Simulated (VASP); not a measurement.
# Fe (Im-3m) in VASP: single point with PBE

Aim: the single point of Fe with PBE.

All numbers are computed with VASP 6.6.1; they aren't measurements. Logs are shortened: lines on timing, memory, paths and dates and some standing lists are left out, and cuts for length are marked.

## 1. The cell of the first run

It takes space group Im-3m (No. 229, cubic). Conventional cell: a = 2.870 Å, b = 2.870 Å, c = 2.870 Å, α = 90.00°, β = 90.00°, γ = 90.00°. Fe (site symmetry m-3m) has 14 Fe at 2.49 to 2.87 Å within 3.3 Å.

## 2. Single point, PBE, collinear spin, ferromagnetic start

INCAR

```
SYSTEM = Fe
PREC = Accurate
ENCUT = 520
EDIFF = 1E-6
ISMEAR = 0
SIGMA = 0.05
LREAL = .FALSE.
LASPH = .TRUE.
NELM = 150
ALGO = Fast
ISIF = 2
LWAVE = .FALSE.
LCHARG = .FALSE.
ISPIN = 2
MAGMOM = 2.5
LORBIT = 11
LMAXMIX = 4
GGA = PE
NBANDS = 14
```

KPOINTS

```
Automatic mesh
0
G
  16 16 16
  0 0 0
```

POSCAR

```
Fe
1.0
   -1.4350019627      1.4350019627      1.4350019627
    1.4350019627     -1.4350019627      1.4350019627
    1.4350019627      1.4350019627     -1.4350019627
Fe
1
Direct
    0.0000000000      0.0000000000      0.0000000000
```

Potentials or basis: VASP PAW PBE potentials, release 64 (Fe).

Started as:

```console
> cat potpaw_PBE.64/Fe/POTCAR > POTCAR
> mpirun -np 1 vasp_std > vasp.out
```

OUTCAR:

```text
SYSTEM = Fe
   PREC = Accurate
   ENCUT = 520
   EDIFF = 1E-6
   ISMEAR = 0
   LREAL = .FALSE.
   LASPH = .TRUE.
   NELM = 150
   ISIF = 2
   ISPIN = 2
   LORBIT = 11
   GGA = PE

 ion  position               nearest neighbor table
   1  0.000  0.000  0.000-

  LATTYP: Found a body centered cubic cell.
 ALAT       =     2.8700039254

  Lattice vectors:

 A1 = (  -1.4350019627,   1.4350019627,   1.4350019627)
 A2 = (   1.4350019627,  -1.4350019627,   1.4350019627)
 A3 = (   1.4350019627,   1.4350019627,  -1.4350019627)

Analysis of symmetry for initial positions (statically):
=====================================================================
 Subroutine PRICEL returns:
 Original cell was already a primitive cell.

 Routine SETGRP: Setting up the symmetry group for a
 body centered cubic supercell.

 Subroutine GETGRP returns: Found 48 space group operations
 (whereof 48 operations were pure point group operations)
 out of a pool of 48 trial point group operations.

The static configuration has the point symmetry O_h .

Analysis of symmetry for dynamics (positions and initial velocities):
=====================================================================
 Subroutine PRICEL returns:
 Original cell was already a primitive cell.

 Routine SETGRP: Setting up the symmetry group for a
 body centered cubic supercell.

 Subroutine GETGRP returns: Found 48 space group operations
 (whereof 48 operations were pure point group operations)
 out of a pool of 48 trial point group operations.

The dynamic configuration has the point symmetry O_h .

Analysis of structural, dynamic, and magnetic symmetry:
=====================================================================
 Subroutine PRICEL returns:
 Original cell was already a primitive cell.

 Routine SETGRP: Setting up the symmetry group for a
 body centered cubic supercell.

 Subroutine GETGRP returns: Found 48 space group operations
 (whereof 48 operations were pure point group operations)
 out of a pool of 48 trial point group operations.

The overall configuration has the point symmetry O_h .

 Subroutine INISYM returns: Found 48 space group operations
 (whereof 48 operations are pure point group operations),
 and found     1 'primitive' translations

----------------------------------------------------------------------------------------

                                     Primitive cell

  volume of cell :      11.8200

  direct lattice vectors                    reciprocal lattice vectors
    -1.435001963  1.435001963  1.435001963     0.000000000  0.348431579  0.348431579
     1.435001963 -1.435001963  1.435001963     0.348431579  0.000000000  0.348431579
     1.435001963  1.435001963 -1.435001963     0.348431579  0.348431579  0.000000000

  length of vectors
     2.485496308  2.485496308  2.485496308     0.492756665  0.492756665  0.492756665

  position of ions in fractional coordinates (direct lattice)
     0.000000000  0.000000000  0.000000000

  ion indices of the primitive-cell ions
   primitive index   ion index
                 1           1

----------------------------------------------------------------------------------------

 KPOINTS: Automatic mesh

Automatic generation of k-mesh.
 Grid dimensions read from file:
 generate k-points for:   16   16   16

 Generating k-lattice:

  Cartesian coordinates                     Fractional coordinates (reciprocal lattice)
     0.000000000  0.021776974  0.021776974     0.062500000  0.000000000  0.000000000
     0.021776974  0.000000000  0.021776974     0.000000000  0.062500000  0.000000000
     0.021776974  0.021776974  0.000000000     0.000000000  0.000000000  0.062500000

  Length of vectors
     0.030797292  0.030797292  0.030797292

  Shift w.r.t. Gamma in fractional coordinates (k-lattice)
     0.000000000  0.000000000  0.000000000

 Subroutine IBZKPT returns following result:
 ===========================================

 Found    145 irreducible k-points:

 Following reciprocal coordinates:
            Coordinates               Weight
  0.000000  0.000000  0.000000      1.000000
  0.062500  0.000000  0.000000     12.000000
  0.125000  0.000000  0.000000     12.000000
  0.187500  0.000000  0.000000     12.000000
  0.250000  0.000000  0.000000     12.000000
  0.312500  0.000000  0.000000     12.000000
[... 16 lines left out ...]
  0.187500  0.187500  0.000000     24.000000
  0.250000  0.187500  0.000000     48.000000
 [... further k-points ...]
   k-points           NKPTS =    145   k-points in BZ     NKDIM =    145   number of bands    NBANDS=     14
   number of dos      NEDOS =    301   number of ions     NIONS =      1
   total plane-waves  NPLWV =   5832
   dimension x,y,z NGX =    18 NGY =   18 NGZ =   18
   dimension x,y,z NGXF=    36 NGYF=   36 NGZF=   36
   ions per type =               1
   NGX,Y,Z   is equivalent  to a cutoff of  12.04, 12.04, 12.04 a.u.
   NGXF,Y,Z  is equivalent  to a cutoff of  24.08, 24.08, 24.08 a.u.
 SYSTEM =  Fe
   PREC   = accura    normal or accurate (medium, high low for compatibility)
   ISTART =      0    job   : 0-new  1-cont  2-samecut
   ICHARG =      2    charge: 1-file 2-atom 10-const
   ISPIN  =      2    spin polarized calculation?
   LNONCOLLINEAR =      F non collinear calculations
   LSORBIT =      F    spin-orbit coupling
   LASPH  =      T    aspherical Exc in radial PAW
   ENCUT  =  520.0 eV  38.22 Ry    6.18 a.u.   4.62  4.62  4.62*2*pi/ulx,y,z
   NELM   =    150;   NELMIN=  2; NELMDL= -5     # of ELM steps
   EDIFF  = 0.1E-05   stopping-criterion for ELM
   LREAL  =      F    real-space projection
   EDIFFG = 0.1E-04   stopping-criterion for IOM
   NSW    =      0    number of steps for IOM
   IBRION =     -1    ionic relax: 0-MD 1-quasi-New 2-CG
   NFREE  =      0    steps in history (QN), initial steepest desc. (CG)
   ISIF   =      2    stress and relaxation
   ISYM   =      2    0-nonsym 1-usesym 2-fastsym
   POTIM  = 0.5000    time-step for ionic-motion
   TEBEG  =    0.0;   TEEND  =   0.0 temperature during run
   PSTRESS=    0.0 pullay stress
   NELECT =       8.0000    total number of electrons
   NUPDOWN=      -1.0000    fix difference up-down
   EMIN   =  10.00;   EMAX   =-10.00  energy-range for DOS
   EFERMI =   0.00;   METHOD = LEGACY
   ISMEAR =     0;   SIGMA  =   0.05  broadening in eV -4-tet -1-fermi 0-gaus
   EFERMI_NEDOS =   21; number of points for ismear=-14 and -15
   IALGO  =     68    algorithm
   IMIX   =      4    mixing-type and parameters
     AMIX     =   0.40;   BMIX     =  1.00
     AMIX_MAG =   1.60;   BMIX_MAG =  1.00
  volume/ion in A,a.u.               =      11.82        79.77
  Fermi-wavevector in a.u.,A,eV,Ry     =   1.437360  2.716217 28.109702  2.066005
  Thomas-Fermi vector in A             =   2.556447
   LORBIT       =     11    0 simple, 1 ext, 2 COOP (PROOUT), +10 PAW based schemes
   GGA     = PE    functional components
   LHFCALC =     F    Hartree Fock is set to
   AEXX    =    0.0000 exact exchange contribution
   IVDW    =     0    specifies the selected vdW correction
   LEPSILON=     F    determine dielectric tensor
   LRPA    =     F    only Hartree local field effects (RPA)
 spin polarized calculation
 RMM-DIIS sequential band-by-band and
 Gauss-broadening in eV      SIGMA  =   0.05
  energy-cutoff  :      520.00
  volume of cell :       11.82
 maximum number of plane-waves:       330
   NGX =  9   NGY =  9   NGZ =  9

 number of electron       7.9999996 magnetization       2.2727581

 Free energy of the ion-electron system (eV)
  ---------------------------------------------------
  ext. energy  EPLUGINS =         0.00000000
  ---------------------------------------------------
  free energy    TOTEN  =        -8.23200231 eV

  energy without entropy =       -8.23080936  energy(sigma->0) =       -8.23140584

 E-fermi :   5.4014     XC(G=0): -12.8921

 val. band max:        5.3949866723   @ k =  -0.4375   0.4375   0.3125
 cond. band min:       5.4025517771   @ k =   0.1875   0.1250   0.0625
 fundamental gap:      0.0075651048
 Fermi energy:         5.4013527173

 spin component 1

 k-point     1 :       0.0000    0.0000    0.0000
  band No.  band energies     occupation
      1      -2.7762      1.00000
      2       3.1755      1.00000
      3       3.1755      1.00000
      4       3.1755      1.00000
      5       4.3232      1.00000
      6       4.3232      1.00000
      7      30.0602      0.00000
      8      30.0602      0.00000
      9      30.0602      0.00000
     10      34.8953      0.00000
     11      34.8953      0.00000
     12      37.0254      0.00000
     13      37.1596      0.00000
     14      37.1614      0.00000

 k-point     2 :       0.0625    0.0000    0.0000
  band No.  band energies     occupation
      1      -2.6192      1.00000
      2       3.1343      1.00000
      3       3.1727      1.00000
      4       3.2575      1.00000
      5       4.2824      1.00000
      6       4.3265      1.00000
      7      28.9683      0.00000
      8      29.8102      0.00000
      9      29.9237      0.00000
     10      34.1928      0.00000
     11      34.8087      0.00000
     12      34.8510      0.00000
     13      35.7619      0.00000
     14      37.4120      0.00000
[... 343 lines left out ...]
      1       0.5854      1.00000
      2       2.4869      1.00000
      3       2.7030      1.00000
      4       4.1028      1.00000
      5       4.5553      1.00000
      6       5.4275      0.22946
      7      19.6637      0.00000
      8      20.4946      0.00000
      9      26.1012      0.00000
     10      30.6949      0.00000
     11      34.1128      0.00000
     12      37.8445      0.00000
     13      40.5920      0.00000
     14      43.5995      0.00000

 k-point    24 :       0.2500    0.1875    0.0000
  band No.  band energies     occupation
      1       1.1472      1.00000
      2       2.3334      1.00000
      3       2.8117      1.00000
      4       4.1962      1.00000
      5       4.6315      1.00000
      6       6.3416      0.00000
      7      17.2358      0.00000
      8      19.2778      0.00000
      9      25.1734      0.00000
     10      30.8334      0.00000
     11      34.5400      0.00000
     12      38.4871      0.00000
     13      42.2897      0.00000
     14      44.5429      0.00000

 [... further k-points ...]

 spin component 2

 k-point     1 :       0.0000    0.0000    0.0000
  band No.  band energies     occupation
      1      -2.6162      1.00000
      2       5.1818      1.00000
      3       5.1820      1.00000
      4       5.1820      1.00000
      5       7.1290      0.00000
      6       7.1292      0.00000
      7      29.7849      0.00000
      8      29.7849      0.00000
      9      29.7849      0.00000
     10      35.0636      0.00000
     11      35.0636      0.00000
     12      38.3182      0.00000
     13      38.3183      0.00000
     14      38.3183      0.00000

 k-point     2 :       0.0625    0.0000    0.0000
  band No.  band energies     occupation
      1      -2.4585      1.00000
      2       5.1314      1.00000
      3       5.1729      1.00000
      4       5.2718      0.99988
      5       7.0741      0.00000
      6       7.1328      0.00000
      7      28.8686      0.00000
      8      29.5892      0.00000
      9      29.7155      0.00000
     10      34.5023      0.00000
     11      35.4817      0.00000
     12      35.6843      0.00000
     13      36.1206      0.00000
     14      38.0297      0.00000
[... 343 lines left out ...]
      1       1.0045      1.00000
      2       4.3401      1.00000
      3       4.4599      1.00000
      4       6.6786      0.00000
      5       7.2598      0.00000
      6       7.5784      0.00000
      7      20.3401      0.00000
      8      21.1158      0.00000
      9      26.6521      0.00000
     10      30.7903      0.00000
     11      34.4904      0.00000
     12      38.2119      0.00000
     13      41.0905      0.00000
     14      43.9316      0.00000

 k-point    24 :       0.2500    0.1875    0.0000
  band No.  band energies     occupation
      1       1.8984      1.00000
      2       4.1245      1.00000
      3       4.4056      1.00000
      4       6.7526      0.00000
      5       7.3602      0.00000
      6       8.2970      0.00000
      7      18.0526      0.00000
      8      19.9258      0.00000
      9      25.6865      0.00000
     10      30.9862      0.00000
     11      34.8712      0.00000
     12      38.8972      0.00000
     13      42.6345      0.00000
     14      45.1437      0.00000

 [... further k-points ...]

------------------------ aborting loop because EDIFF is reached ----------------------------------------

  FORCE on cell =-STRESS in cart. coord.  units (eV):
  Direction    XX          YY          ZZ          XY          YZ          ZX
  --------------------------------------------------------------------------------------
  -------------------------------------------------------------------------------------
  Total       -0.4957388     -0.4957388     -0.4957388     -0.0000000     -0.0000000     -0.0000000
  in kB      -67.1963990    -67.1963990    -67.1963990     -0.0000000     -0.0000000     -0.0000000
  external PRESSURE =     -67.1963990 kB  Pullay stress =       0.0000000 kB

 VOLUME and BASIS-vectors are now :
 -----------------------------------------------------------------------------
  energy-cutoff  :      520.00
  volume of cell :       11.82
      direct lattice vectors                 reciprocal lattice vectors
    -1.435001963  1.435001963  1.435001963     0.000000000  0.348431579  0.348431579
     1.435001963 -1.435001963  1.435001963     0.348431579  0.000000000  0.348431579
     1.435001963  1.435001963 -1.435001963     0.348431579  0.348431579  0.000000000

 POSITION                                       TOTAL-FORCE (eV/Angst)
 -----------------------------------------------------------------------------------
      0.00000      0.00000      0.00000         0.000000     -0.000000      0.000000
 -----------------------------------------------------------------------------------
    total drift:                               -0.000000     -0.000000      0.000000

  FREE ENERGIE OF THE ION-ELECTRON SYSTEM (eV)
  ---------------------------------------------------
  free  energy   TOTEN  =        -8.2320023140 eV

  energy  without entropy=       -8.2308093562  energy(sigma->0) =       -8.23140584

 total charge

# of ion       s       p       d       tot
------------------------------------------
    1        0.470   0.506   6.212   7.189

 magnetization (x)

# of ion       s       p       d       tot
------------------------------------------
    1       -0.014  -0.055   2.347   2.278
```

It took 84 s on 1 thread of Intel Xeon 8259CL, shared host; peak memory 0.15 GiB.

Results:

| Item | Value |
| --- | --- |
| Free energy | -8.2320 eV |
| Pressure | -6.7 GPa |
| Net moment | 2.27 μB per cell |
| Site moments | Fe +2.28 μB |
| Valence electrons inside the program's atomic spheres | Fe 7.19 |

Levels at points of the mesh, in eV from the Fermi level:
Spin up:
| k point | band 1 | band 2 | band 3 | band 4 | band 5 | band 6 | band 7 | band 8 | band 9 | band 10 |
| --- | --- | --- | --- | --- | --- | --- | --- | --- | --- | --- |
| (0.00, 0.00, 0.00) | -8.18 | -2.23 | -2.23 | -2.23 | -1.08 | -1.08 | 24.66 | 24.66 | 24.66 | 29.49 |
| (0.50, 0.00, 0.00) | -4.70 | -3.24 | -1.02 | -0.90 | 0.30 | 0.56 | 7.02 | 18.06 | 19.62 | 22.92 |
| (0.50, 0.50, 0.50) | -4.60 | -4.60 | 0.05 | 0.05 | 0.05 | 9.68 | 9.68 | 9.68 | 15.27 | 15.27 |
Spin down:
```csv
k point,band 1,band 2,band 3,band 4,band 5,band 6
"(0.00, 0.00, 0.00)",-8.02,-0.22,-0.22,-0.22,1.73,1.73
"(0.50, 0.00, 0.00)",-3.37,-1.44,0.65,1.59,1.97,2.62
"(0.50, 0.50, 0.50)",-2.73,-2.73,2.34,2.34,2.34,9.95
```
